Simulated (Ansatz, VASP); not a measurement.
**Nb3C5 in VASP and in Ansatz**

Contents of INCAR:

```
SYSTEM = Nb3C5
PREC     = Accurate       ! precision mode
ENCUT    = 520            ! plane-wave cutoff, eV
EDIFF    = 1E-6           ! SCF threshold, eV
ISMEAR   = 0              ! smearing method
SIGMA    = 0.2            ! smearing width, eV
LREAL    = .FALSE.        ! projectors in reciprocal space
LASPH    = .TRUE.         ! aspherical terms in the spheres
NELM     = 60             ! most SCF steps
ALGO     = Normal         ! electronic algorithm
ISIF     = 2              ! what is computed and relaxed
LWAVE    = .FALSE.        ! write WAVECAR
LCHARG   = .FALSE.        ! write CHGCAR
GGA      = PE             ! functional
NBANDS   = 40             ! bands
```

Contents of KPOINTS:

```
Automatic mesh
0
G
  8 8 2
  0 0 0
```

The input POSCAR:

```
Nb3C5
1.0
    3.0706990154      0.0000000000      0.0000000000
    0.0000000000      3.0706990154      0.0000000000
    0.0000000000      0.0000000000      9.6740219886
Nb C
3 5
Direct
    0.5000000000      0.5000000000      0.2203810685
    0.5000000000      0.5000000000      0.7796189315
    1.0000000000      1.0000000000      0.5000000000
    0.0000000000      0.0000000000      0.1389794458
    0.5000000000      0.5000000000      0.5732964626
    0.5000000000      0.5000000000      0.4267035374
    0.0000000000      0.0000000000      0.8610205542
    0.0000000000      0.0000000000      0.0000000000
```

Input for Ansatz:

```yaml
crystal:
  lattice:
    - [3.0706990154, 0.0, 0.0]
    - [0.0, 3.0706990154, 0.0]
    - [0.0, 0.0, 9.6740219886]
  atoms:
    - { symbol: Nb, position: [0.5, 0.5, 0.2203810685] }
    - { symbol: Nb, position: [0.5, 0.5, 0.7796189315] }
    - { symbol: Nb, position: [1.0, 1.0, 0.5] }
    - { symbol: C, position: [0.0, 0.0, 0.1389794458] }
    - { symbol: C, position: [0.5, 0.5, 0.5732964626] }
    - { symbol: C, position: [0.5, 0.5, 0.4267035374] }
    - { symbol: C, position: [0.0, 0.0, 0.8610205542] }
    - { symbol: C, position: [0.0, 0.0, 0.0] }
basis:
  ecutwfc: 420
kpoints:
  mp_grid: { grid: [8, 8, 2] }
hamiltonian:
  xc: pbe
scf:
  occupations: { method: gaussian, width: 0.2 }
  lower_state_search: "off"
output:
  forces: true
  stress: true
  eigenvalues: true
```

Alike in both runs: task single point; functional PBE; k mesh 8 × 8 × 2; occupations gaussian, width 0.2 eV; no spin polarisation.

|  | VASP | Ansatz |
| --- | --- | --- |
| version | VASP 6.6.1 | Ansatz 0.2.0 |
| potentials or method | VASP PAW PBE potentials, release 64 (Nb_sv, C), cutoff 520 eV | scalar-relativistic, plane waves, PAW |
| valence electrons in the cell | 59 | 59 |

|  | VASP | Ansatz | Ansatz less VASP |
| --- | --- | --- | --- |
| gap on the k mesh at the Fermi level (eV) | none | none | - |
| pressure (GPa) | -0.2 | 0.0 | +0.20 |
| traceless stress, the component that is largest in VASP (GPa) | -0.76 | -0.95 | -0.197 |
| rms of the force components (eV/Å) | 0.048 | 0.061 | +0.0129 |

Atom by atom the forces differ by 0.032 eV/Å (rms over components). A gap of «none» marks a metal or a gap that the smearing closes.
